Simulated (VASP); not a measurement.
A run of VASP 6.6.1 is set up as follows.

File POSCAR:

```
TiB
1.0
    2.3776518988      2.3776518988      0.0000000000
   -2.3776518988      2.3776518988      0.0000000000
    0.0000000000      0.0000000000      4.7553037976
Ti B
2 2
Direct
    0.5000000000      0.0000000000      0.2500000000
    0.0000000000      0.5000000000      0.7500000000
    0.0000000000      0.0000000000      0.0000000000
    0.5000000000      0.5000000000      0.5000000000
```

INCAR.step1

```
SYSTEM = TiB
PREC = Accurate
ENCUT = 520
ISMEAR = 0
SIGMA = 0.1
LREAL = .FALSE.
LASPH = .TRUE.
NELM = 100
NBANDS = 23
GGA = PE
ALGO = Normal
EDIFF = 1E-4
LWAVE = .TRUE.
LCHARG = .FALSE.
```

INCAR.step2

```
SYSTEM = TiB
PREC = Accurate
ENCUT = 520
EDIFF = 1E-6
ISMEAR = 0
SIGMA = 0.1
LREAL = .FALSE.
LASPH = .TRUE.
NELM = 100
ALGO = Normal
ISIF = 2
LWAVE = .FALSE.
LCHARG = .TRUE.
METAGGA = R2SCAN
LMIXTAU = .TRUE.
LELF = .TRUE.
LVHAR = .TRUE.
NBANDS = 23
ISTART = 1
```

Contents of KPOINTS:

```
Automatic mesh
0
G
  16 16 10
  0 0 0
```

Potentials or basis: VASP PAW PBE potentials, release 64 (Ti_sv, B).

Run with:

```sh
$ cat potpaw_PBE.64/Ti_sv/POTCAR potpaw_PBE.64/B/POTCAR > POTCAR
$ cp INCAR.step1 INCAR
$ mpirun -np 1 vasp_std > vasp.out
$ cp INCAR.step2 INCAR
$ mpirun -np 1 vasp_std > vasp.out
```

Question: Estimate the pressure.

Answer: 16.3 GPa.

Question: What does it give for the band gap on the k mesh?

Answer: Zero (band 15 reaches 6.69 eV, above the bottom of band 16 at 4.95 eV).

Caveat: the cell differs from its parent crystal (equal strain along all axes, cell held: -4.0 %); the PAW data sets were made with another functional, which shifts forces and pressure a little.
